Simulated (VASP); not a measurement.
Input of a VASP 6.6.1 run:

The input INCAR:

```
SYSTEM = Si4N
  PREC = Accurate
  ENCUT = 520
  EDIFF = 1E-7
  ISMEAR = 0
  SIGMA = 0.05
  LREAL = .FALSE.
  LASPH = .TRUE.
  NELM = 60
  ALGO = Normal
  ISIF = 2
  LWAVE = .FALSE.
  LCHARG = .FALSE.
  LDIPOL = .TRUE.
  IDIPOL = 3
  DIPOL = 0.5 0.5 0.489
  GGA = PS
  NBANDS = 32
```

KPOINTS

```
regular mesh
0
G
  8 6 1
  0 0 0
```

File POSCAR:

```
Si4N
1.0
    3.8417168286      0.0000000000      0.0000000000
    0.0000000000      5.4330080418      0.0000000000
    0.0000000000      0.0000000000     25.8625752429
Si N
8 2
Direct
    0.5000000000      0.0000000000      0.3286602328
    0.0000000000      0.2500000000      0.3286602328
    0.0000000000      0.5000000000      0.4029319709
    0.5000000000      0.7500000000      0.4029319709
    0.5000000000     -0.0115673112      0.4803053967
    0.0000000000      0.2332024071      0.4746285435
    0.0000000000      0.5750836503      0.5275210714
    0.5000000000      0.7686339230      0.5589582536
    0.5000000000      0.2891867982      0.6738371737
    0.5000000000      0.2188493397      0.7137287930
```

Potentials or basis: VASP PAW PBE potentials, release 64 (Si, N).

Command:

```console
$ cat potpaw_PBE.64/Si/POTCAR potpaw_PBE.64/N/POTCAR > POTCAR
$ mpirun -np 1 vasp_std > vasp.out
```

(1) What does it give for the largest force?

(2) Predict the band gap on the k mesh.

Results:

(1) 1.868 eV/Å.

(2) zero (bands 21 and 22 overlap by 0.33 eV).

Caveat: the standard files for N, O and F lose accuracy on very short bonds; the PAW data sets were made with another functional, which shifts forces and pressure a little.
